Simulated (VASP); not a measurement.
# KB5F (P4/mmm) in VASP: further runs

KB5F is run at these levels: PBE; tasks: single point, relaxation of cell and atoms.

Program: VASP 6.6.1. These are calculated values, not measurements. Logs are shortened: lines on timing, memory, paths and dates and some standing lists are left out, and cuts for length are marked.

## (1) The cell of the first run

It takes space group P4/mmm (No. 123, tetragonal). The conventional cell has a = 3.101 Å, b = 3.101 Å, c = 8.522 Å, α = 90.00°, β = 90.00°, γ = 90.00°. Within 2.9 Å of K (site symmetry 4/mmm) lie 12 B at 2.19 to 2.85 Å. B (site symmetry 4/mmm) has 4 K at 2.19 Å and 8 B at 2.85 Å within 2.9 Å. B (site symmetry 2mm) has 6 B at 2.19 to 2.85 Å and 2 F at 2.43 Å and 2 K at 2.85 Å within 2.9 Å. F (site symmetry 4/mmm) has 8 B at 2.43 Å and 4 F at 3.10 Å within 3.2 Å.

The cell was built from a structure type or drawn by symmetry, and may not be a known phase.

## (2) Single point, PBE

INCAR

```
PREC = Accurate ; ENCUT = 520
EDIFF = 1E-6 ; ISMEAR = 0
SIGMA = 0.1 ; LREAL = F
LASPH = T ; NELM = 100
ALGO = Normal ; ISIF = 2
LWAVE = F ; LCHARG = F
GGA = PE ; NBANDS = 24
```

KPOINTS

```
regular mesh
0
Gamma
  12 12 6
```

POSCAR

```
KB5F
1.0
    3.1013133998      0.0000000000      0.0000000000
    0.0000000000      3.1013133998      0.0000000000
    0.0000000000      0.0000000000      8.5224760653
K B F
1 5 1
Direct
    0.0000000000      0.0000000000      0.0000000000
    0.5000000000      0.5000000000      0.0000000000
    0.0000000000      0.5000000000      0.2812206853
    0.0000000000      0.5000000000      0.7187793147
    0.5000000000      0.0000000000      0.7187793147
    0.5000000000      0.0000000000      0.2812206853
    0.5000000000      0.5000000000      0.5000000000
```

Potentials or basis: VASP PAW PBE potentials, release 64 (K_sv, B, F).

Launch:

```
> cat potpaw_PBE.64/K_sv/POTCAR potpaw_PBE.64/B/POTCAR potpaw_PBE.64/F/POTCAR > POTCAR
> mpirun -np 1 vasp_std > vasp.out
```

OUTCAR:

```text
PREC = Accurate
   ENCUT = 520
   EDIFF = 1E-6
   ISMEAR = 0
   LREAL = F
   LASPH = T
   NELM = 100
   ISIF = 2
   GGA = PE

 ion  position               nearest neighbor table
   1  0.000  0.000  0.000-   2 2.19   2 2.19   2 2.19   2 2.19   6 2.85   3 2.85   3 2.85   4 2.85
                             4 2.85   5 2.85   6 2.85   5 2.85
   2  0.500  0.500  0.000-   1 2.19   1 2.19   1 2.19   1 2.19
   3  0.000  0.500  0.281-   1 2.85   1 2.85
   4  0.000  0.500  0.719-   1 2.85   1 2.85
   5  0.500  0.000  0.719-   1 2.85   1 2.85
   6  0.500  0.000  0.281-   1 2.85   1 2.85
   7  0.500  0.500  0.500-

  LATTYP: Found a simple tetragonal cell.
 ALAT       =     3.1013133998
 C/A-ratio  =     2.7480215530

  Lattice vectors:

 A1 = (   3.1013133998,   0.0000000000,   0.0000000000)
 A2 = (   0.0000000000,   3.1013133998,   0.0000000000)
 A3 = (   0.0000000000,   0.0000000000,   8.5224760653)

Analysis of symmetry for initial positions (statically):
=====================================================================
 Subroutine PRICEL returns:
 Original cell was already a primitive cell.

 Routine SETGRP: Setting up the symmetry group for a
 simple tetragonal supercell.

 Subroutine GETGRP returns: Found 16 space group operations
 (whereof 16 operations were pure point group operations)
 out of a pool of 16 trial point group operations.

The static configuration has the point symmetry D_4h.

Analysis of symmetry for dynamics (positions and initial velocities):
=====================================================================
 Subroutine PRICEL returns:
 Original cell was already a primitive cell.

 Routine SETGRP: Setting up the symmetry group for a
 simple tetragonal supercell.

 Subroutine GETGRP returns: Found 16 space group operations
 (whereof 16 operations were pure point group operations)
 out of a pool of 16 trial point group operations.

The dynamic configuration has the point symmetry D_4h.

 Subroutine INISYM returns: Found 16 space group operations
 (whereof 16 operations are pure point group operations),
 and found     1 'primitive' translations

----------------------------------------------------------------------------------------

                                     Primitive cell

  volume of cell :      81.9704

  direct lattice vectors                    reciprocal lattice vectors
[... 102 lines left out ...]
   NFREE  =      0    steps in history (QN), initial steepest desc. (CG)
   ISIF   =      2    stress and relaxation
   ISYM   =      2    0-nonsym 1-usesym 2-fastsym
   POTIM  = 0.5000    time-step for ionic-motion
   TEBEG  =    0.0;   TEEND  =   0.0 temperature during run
   PSTRESS=    0.0 pullay stress
   NELECT =      31.0000    total number of electrons
   NUPDOWN=      -1.0000    fix difference up-down
   EMIN   =  10.00;   EMAX   =-10.00  energy-range for DOS
   EFERMI =   0.00;   METHOD = LEGACY
   ISMEAR =     0;   SIGMA  =   0.10  broadening in eV -4-tet -1-fermi 0-gaus
   EFERMI_NEDOS =   21; number of points for ismear=-14 and -15
   IALGO  =     38    algorithm
   IMIX   =      4    mixing-type and parameters
     AMIX     =   0.40;   BMIX     =  1.00
     AMIX_MAG =   1.60;   BMIX_MAG =  1.00
  volume/ion in A,a.u.               =      11.71        79.02
  Fermi-wavevector in a.u.,A,eV,Ry     =   1.183885  2.237219 19.069719  1.401585
  Thomas-Fermi vector in A             =   2.320111
   LORBIT       =      0    0 simple, 1 ext, 2 COOP (PROOUT), +10 PAW based schemes
   GGA     = PE    functional components
   LHFCALC =     F    Hartree Fock is set to
   AEXX    =    0.0000 exact exchange contribution
   IVDW    =     0    specifies the selected vdW correction
   LEPSILON=     F    determine dielectric tensor
   LRPA    =     F    only Hartree local field effects (RPA)
 non-spin polarized calculation
 Gauss-broadening in eV      SIGMA  =   0.10
  energy-cutoff  :      520.00
  volume of cell :       81.97
 maximum number of plane-waves:      2240
 NGX is ok and might be reduce to    24
   NGX = 11   NGY = 11   NGZ = 31

 number of electron      31.0000002 magnetization

 Free energy of the ion-electron system (eV)
  ---------------------------------------------------
  ext. energy  EPLUGINS =         0.00000000
  ---------------------------------------------------
  free energy    TOTEN  =       -20.60378183 eV

  energy without entropy =      -20.58644697  energy(sigma->0) =      -20.59511440

 E-fermi :   2.8728     XC(G=0): -10.3548

 val. band max:        2.8660724452   @ k =   0.5000   0.0000   0.0000
 cond. band min:       2.8792097677   @ k =   0.3333   0.2500   0.3333
 fundamental gap:      0.0131373224
 Fermi energy:         2.8728425256

 k-point     1 :       0.0000    0.0000    0.0000
  band No.  band energies     occupation
      1     -27.2869      2.00000
      2     -19.9446      2.00000
      3     -11.1266      2.00000
      4     -10.6194      2.00000
      5     -10.6194      2.00000
      6      -7.0361      2.00000
[... 637 lines left out ...]
     23       6.3883      0.00000
     24       7.5012      0.00000

 [... further k-points ...]

------------------------ aborting loop because EDIFF is reached ----------------------------------------

  FORCE on cell =-STRESS in cart. coord.  units (eV):
  Direction    XX          YY          ZZ          XY          YZ          ZX
  --------------------------------------------------------------------------------------
  -------------------------------------------------------------------------------------
  Total        0.2208058      0.2208058      0.1166942      0.0000000     -0.0000000      0.0000000
  in kB        4.3158272      4.3158272      2.2808811      0.0000000     -0.0000000      0.0000000
  external PRESSURE =       3.6375118 kB  Pullay stress =       0.0000000 kB

 VOLUME and BASIS-vectors are now :
 -----------------------------------------------------------------------------
  energy-cutoff  :      520.00
  volume of cell :       81.97
      direct lattice vectors                 reciprocal lattice vectors
     3.101313400  0.000000000  0.000000000     0.322444033  0.000000000  0.000000000
     0.000000000  3.101313400  0.000000000     0.000000000  0.322444033  0.000000000
     0.000000000  0.000000000  8.522476065     0.000000000  0.000000000  0.117336792

 POSITION                                       TOTAL-FORCE (eV/Angst)
 -----------------------------------------------------------------------------------
      0.00000      0.00000      0.00000         0.000000     -0.000000      0.000000
      1.55066      1.55066      0.00000         0.000000     -0.000000      0.000000
      0.00000      1.55066      2.39670         0.000000     -0.000000      0.015924
      0.00000      1.55066      6.12578        -0.000000     -0.000000     -0.015924
      1.55066      0.00000      6.12578         0.000000      0.000000     -0.015924
      1.55066      0.00000      2.39670         0.000000     -0.000000      0.015924
      1.55066      1.55066      4.26124         0.000000     -0.000000      0.000000
 -----------------------------------------------------------------------------------
    total drift:                                0.000000      0.000000     -0.000000

  FREE ENERGIE OF THE ION-ELECTRON SYSTEM (eV)
  ---------------------------------------------------
  free  energy   TOTEN  =       -20.6037818315 eV

  energy  without entropy=      -20.5864469656  energy(sigma->0) =      -20.59511440
```

OSZICAR:

```text
N       E                     dE             d eps       ncg     rms          rms(c)
DAV:   1     0.146616384568E+03    0.14662E+03   -0.14512E+04  5376   0.118E+03
DAV:   2    -0.120502987041E+02   -0.15867E+03   -0.14592E+03  6640   0.272E+02
DAV:   3    -0.219807128129E+02   -0.99304E+01   -0.96202E+01  7280   0.561E+01
DAV:   4    -0.224758099986E+02   -0.49510E+00   -0.49438E+00  8632   0.106E+01
DAV:   5    -0.224809692558E+02   -0.51593E-02   -0.51585E-02  7144   0.992E-01    0.243E+01
DAV:   6    -0.219108464026E+02    0.57012E+00   -0.81589E+00  5816   0.157E+01    0.660E+00
DAV:   7    -0.207742225303E+02    0.11366E+01   -0.30079E+00  6144   0.936E+00    0.109E+01
DAV:   8    -0.207091074511E+02    0.65115E-01   -0.68020E-01  7024   0.649E+00    0.297E+00
DAV:   9    -0.206055180765E+02    0.10359E+00   -0.18396E-01  6280   0.371E+00    0.597E-01
DAV:  10    -0.206059701131E+02   -0.45204E-03   -0.70289E-02  5736   0.173E+00    0.472E-01
DAV:  11    -0.206035600633E+02    0.24100E-02   -0.82079E-03  6424   0.695E-01    0.884E-02
DAV:  12    -0.206037730200E+02   -0.21296E-03   -0.81082E-04  6064   0.198E-01    0.495E-02
DAV:  13    -0.206037783852E+02   -0.53652E-05   -0.17502E-04  6664   0.117E-01    0.248E-02
DAV:  14    -0.206037812057E+02   -0.28206E-05   -0.46463E-05  6016   0.497E-02    0.660E-03
DAV:  15    -0.206037818315E+02   -0.62580E-06   -0.58705E-06  5656   0.164E-02
   1 F= -.20603782E+02 E0= -.20595114E+02  d E =-.173349E-01
```

Run time: 88 s. Hardware: 1 thread of Intel Xeon 6975P-C (Granite Rapids), shared host; peak memory 0.32 GiB.

What came out:

| Item | Value |
| --- | --- |
| Free energy | -20.6038 eV |
| Pressure | 0.4 GPa |
| Largest force | 0.016 eV/Å |
| Band gap on the k mesh | zero (an odd number of electrons rules out a gap without spin polarisation) |

Forces in eV/Å, atoms in the order of the input:
```
K    0.000  0.000  0.000
B    0.000  0.000  0.000
B    0.000  0.000  0.016
B    0.000  0.000 -0.016
B    0.000  0.000 -0.016
B    0.000  0.000  0.016
F    0.000  0.000  0.000
```

Caveat: an odd number of electrons without spin polarisation forces a metal; a magnetic or distorted state may lie lower.

## (3) Relaxation of cell and atoms, PBE

This run uses another cell than the first one, of 11.66 Å³/atom.

INCAR

```
ALGO = Normal
EDIFF = 1E-7
EDIFFG = -0.01
ENCUT = 600
GGA = PE
IBRION = 2
ISIF = 3
ISMEAR = 0
LASPH = True
LCHARG = False
LREAL = False
LWAVE = False
NELM = 100
NSW = 100
PREC = Accurate
SIGMA = 0.1
```

KPOINTS

```
k-points
0
Gamma
  12 12 6
```

POSCAR

```
KB5F
1.0
    3.1034090487      0.0000000000      0.0000000000
    0.0000000000      3.1034090487      0.0000000000
    0.0000000000      0.0000000000      8.4774162129
K B F
1 5 1
Direct
    0.0000000000      0.0000000000      0.0000000000
    0.5000000000      0.5000000000      0.0000000000
    0.0000000000      0.5000000000      0.2801078620
    0.0000000000      0.5000000000      0.7198921380
    0.5000000000      0.0000000000      0.7198921380
    0.5000000000      0.0000000000      0.2801078620
    0.5000000000      0.5000000000      0.5000000000
```

Potentials or basis: VASP PAW PBE potentials, release 64 (K_sv, B, F).

Launch:

```
> cat potpaw_PBE.64/K_sv/POTCAR potpaw_PBE.64/B/POTCAR potpaw_PBE.64/F/POTCAR > POTCAR
> mpirun -np 1 vasp_std > vasp.out
```

It took 6.6 min on 1 thread of Intel Xeon 6975P-C (Granite Rapids), shared host; peak memory 0.38 GiB.

It converged, with:

| Quantity | Value |
| --- | --- |
| Free energy | -20.6065 eV |
| Relaxed volume | 11.78 Å³/atom |
| Relaxed cell | a = 3.112 Å, b = 3.112 Å, c = 8.511 Å, α = 90.00°, β = 90.00°, γ = 90.00° |
| Space group after relaxing (to 0.1 Å) | P4/mmm (No. 123) |
| Energy gained by relaxing | 0.3 meV/atom |
| Ionic steps | 5 |
| Pressure after relaxing | 0.0 GPa |
| Largest force after relaxing | 0.006 eV/Å |
| Band gap on the k mesh | zero (an odd number of electrons rules out a gap without spin polarisation) |

Forces on the atoms (eV/Å):
```
K    0.000  0.000  0.000
B    0.000  0.000  0.000
B    0.000  0.000  0.006
B    0.000  0.000 -0.006
B    0.000  0.000 -0.006
B    0.000  0.000  0.006
F    0.000  0.000  0.000
```

Stress tensor (GPa, compression positive):
```
-0.06  0.00  0.00
 0.00 -0.06  0.00
 0.00  0.00  0.08
```

The path:
| step | energy change (eV) | largest force (eV/Å) | pressure (GPa) | volume (Å³) |
| --- | --- | --- | --- | --- |
| 1 | 0.0000 | 0.0386 | 0.55 | 81.65 |
| 2 | -0.0014 | 0.0337 | 0.20 | 82.12 |
| 3 | -0.0017 | 0.0301 | -0.07 | 82.49 |
| 4 | -0.0019 | 0.0241 | -0.06 | 82.48 |
| 5 | -0.0023 | 0.0059 | -0.01 | 82.44 |

Final structure:
```
CELL_PARAMETERS angstrom
3.11229 0.00000 0.00000
0.00000 3.11229 0.00000
0.00000 0.00000 8.51073
ATOMIC_POSITIONS crystal
K 0.00000 0.00000 0.00000
B 0.50000 0.50000 0.00000
B 0.00000 0.50000 0.28139
B 0.00000 0.50000 0.71861
B 0.50000 0.00000 0.71861
B 0.50000 0.00000 0.28139
F 0.50000 0.50000 0.50000
```

Levels at points of the mesh, in eV from the Fermi level:
| k point | band 13 | band 14 | band 15 | band 16 | band 17 | band 18 |
| --- | --- | --- | --- | --- | --- | --- |
| (0.00, 0.00, 0.00) | -0.48 | -0.08 | -0.08 | 0.31 | 0.31 | 1.68 |
| (0.50, 0.00, 0.00) | -2.07 | -1.44 | 0.01 | 0.12 | 1.76 | 2.40 |
| (0.50, 0.50, 0.00) | -3.53 | -2.81 | -2.45 | -2.45 | -2.23 | 1.64 |
| (0.00, 0.00, 0.50) | 0.01 | 0.01 | 0.22 | 0.22 | 0.91 | 1.70 |
| (0.50, 0.00, 0.50) | -1.68 | -1.47 | -1.05 | 0.00 | 2.10 | 2.23 |
| (0.50, 0.50, 0.50) | -3.38 | -3.38 | -2.84 | -2.84 | -1.23 | 1.90 |

Caveat: an odd number of electrons without spin polarisation forces a metal; a magnetic or distorted state may lie lower.

## (4) Single point, PBE, collinear spin

This run uses another cell than the first one, of 11.66 Å³/atom.

INCAR

```
PREC = Accurate
ENCUT = 520
EDIFF = 1E-6
ISMEAR = 0
SIGMA = 0.1
LREAL = False
LASPH = True
NELM = 150
ALGO = Normal
ISIF = 2
LWAVE = False
LCHARG = False
ISPIN = 2
MAGMOM = 0 0 0 0 0 0 1
LORBIT = 11
GGA = PE
NBANDS = 28
```

KPOINTS

```
regular mesh
0
Gamma
  6 6 2
```

POSCAR is that of step 3.

Launch:

```
> cat potpaw_PBE.64/K_sv/POTCAR potpaw_PBE.64/B/POTCAR potpaw_PBE.64/F/POTCAR > POTCAR
> mpirun -np 1 vasp_std > vasp.out
```

It took 42 s on 1 thread of Intel Xeon 6975P-C (Granite Rapids), shared host; peak memory 0.25 GiB.

Results (log left out):

| Quantity | Value |
| --- | --- |
| Free energy | -20.6607 eV |
| Pressure | 0.4 GPa |
| Largest force | 0.013 eV/Å |
| Net moment | 0.00 μB per cell |
| Valence electrons inside the program's atomic spheres | K 7.93; B 1.63, 1.43 (each value once); F 5.96 |

Forces in eV/Å, atoms in the order of the input:
```
K    0.000  0.000  0.000
B    0.000  0.000  0.000
B    0.000  0.000  0.013
B    0.000  0.000 -0.013
B    0.000  0.000 -0.013
B    0.000  0.000  0.013
F    0.000  0.000  0.000
```

Levels at points of the mesh, in eV from the Fermi level:
Spin up:
| k point | band 13 | band 14 | band 15 | band 16 | band 17 | band 18 |
| --- | --- | --- | --- | --- | --- | --- |
| (0.00, 0.00, 0.00) | -0.53 | -0.11 | -0.11 | 0.29 | 0.29 | 1.63 |
| (0.50, 0.00, 0.00) | -2.06 | -1.50 | -0.06 | 0.09 | 1.74 | 2.41 |
| (0.50, 0.50, 0.00) | -3.57 | -2.83 | -2.47 | -2.47 | -2.32 | 1.60 |
| (0.00, 0.00, 0.50) | -0.01 | -0.01 | 0.19 | 0.19 | 0.89 | 1.64 |
| (0.50, 0.00, 0.50) | -1.73 | -1.45 | -1.10 | -0.07 | 2.08 | 2.21 |
| (0.50, 0.50, 0.50) | -3.38 | -3.38 | -2.88 | -2.88 | -1.26 | 1.88 |
Spin down:
```csv
k point,band 11,band 12,band 13,band 14,band 15,band 16,band 17,band 18,band 19,band 20
"(0.00, 0.00, 0.00)",-3.90,-0.85,-0.53,-0.11,-0.11,0.29,0.29,1.63,3.32,3.99
"(0.50, 0.00, 0.00)",-4.17,-3.70,-2.06,-1.50,-0.06,0.09,1.74,2.41,2.52,3.21
"(0.50, 0.50, 0.00)",-3.73,-3.73,-3.57,-2.83,-2.47,-2.47,-2.32,1.60,1.60,2.35
"(0.00, 0.00, 0.50)",-3.90,-2.13,-0.01,-0.01,0.19,0.19,0.89,1.64,3.12,3.32
"(0.50, 0.00, 0.50)",-3.88,-3.70,-1.73,-1.45,-1.10,-0.07,2.08,2.21,3.14,3.42
"(0.50, 0.50, 0.50)",-3.93,-3.71,-3.38,-3.38,-2.88,-2.88,-1.26,1.88,1.88,2.03
```

Caveat: the k points lie up to 0.37 Å⁻¹ apart.

## (5) Overview

```tsv
task	spin	cell	k mesh	cutoff (eV)	gap on the mesh (eV)	pressure (GPa)	largest force (eV/Å)
single point	off	a = 3.101, b = 3.101, c = 8.522 Å, 7 atoms	12 × 12 × 6	520	none	0.4	0.02
relaxation of cell and atoms	off	relaxed from a = 3.103, b = 3.103, c = 8.477 Å, 7 atoms	12 × 12 × 6	600	none	0.0	0.01
single point	collinear	a = 3.103, b = 3.103, c = 8.477 Å, 7 atoms	6 × 6 × 2	520	none	0.4	0.01
```

Alike in all rows: level PBE; potentials or basis VASP PAW PBE potentials, release 64 (K_sv, B, F); smearing gaussian 0.1 eV.

Caveats: some runs use coarse meshes; an odd number of electrons without spin polarisation forces a metal (at least some runs); a magnetic or distorted state may lie lower (at least some runs).

Total energies depend on the potentials used, so only differences within one code and one set of settings carry meaning.
